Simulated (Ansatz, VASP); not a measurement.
## Two plane-wave programs on CsCl

INCAR

```
SYSTEM = CsCl
  ALGO = Normal
  EDIFF = 1E-6
  ENCUT = 500
  GGA = PS
  GGA_COMPAT = .False.
  ISIF = 2
  ISMEAR = 0
  LASPH = .True.
  LCHARG = .False.
  LREAL = .False.
  LWAVE = .False.
  NBANDS = 15
  NELM = 120
  PREC = Accurate
  SIGMA = 0.01
```

Contents of KPOINTS:

```
k-points
0
Gamma
  6 6 6
  0 0 0
```

Contents of POSCAR:

```
CsCl
1.0
    4.0653446562      0.0000000000      0.0000000000
    0.0000000000      4.0653446562      0.0000000000
    0.0000000000      0.0000000000      4.0653446562
Cs Cl
1 1
Direct
    0.0000000000      0.0000000000      0.0000000000
    0.5000000000      0.5000000000      0.5000000000
```

Input for Ansatz:

```yaml
crystal:
  lattice:
    - [4.06534465622, 0.0, 0.0]
    - [0.0, 4.06534465622, 0.0]
    - [0.0, 0.0, 4.06534465622]
  atoms:
    - { symbol: Cs, position: [0.0, 0.0, 0.0] }
    - { symbol: Cl, position: [0.5, 0.5, 0.5] }
kpoints:
  mp_grid: { grid: [6, 6, 6] }
scf:
  occupations: { method: fixed }
hamiltonian:
  xc: pbesol
  pseudopotentials: { kind: paw }
output:
  forces: true
  stress: true
  eigenvalues: true
  eigenstates:
    nscf_kmesh: { grid: [10, 10, 10] }
    de_dk: true
    e_range: [-9, 15.22409653296]
  optics:
    e_range: [0, 25]
    de: 0.2
    sigma: 0.2
    bands: { spectra_wanted_up_to: 25 }
    nscf_kmesh: { grid: [10, 10, 10] }
checkpoint:
  write: ck
  write_wavefunctions: false
```

Alike in both runs: task single point; functional PBEsol; k mesh 6 × 6 × 6; no spin polarisation.

|  | VASP | Ansatz |
| --- | --- | --- |
| version | VASP 6.6.1 | Ansatz 0.2.0 |
| potentials or method | VASP PAW PBE potentials, release 64 (Cs_sv, Cl) | PAW with Ansatz's default frozen-core files, scalar-relativistic |
| plane-wave cutoff (eV) | 500 | 420 |
| occupations | gaussian, width 0.01 eV | fixed |
| valence electrons in the cell | 16 | 16 |

VASP gave:

```
gap on the k mesh at the Fermi level (eV) : 5.21
pressure (GPa)                            : 0.1
```

Estimate Ansatz's values.

gap on the k mesh at the Fermi level (eV): 5.22; pressure (GPa): 0.0.

VASP's potentials were made for PBE, not for PBEsol.

Spin-orbit coupling is off throughout.
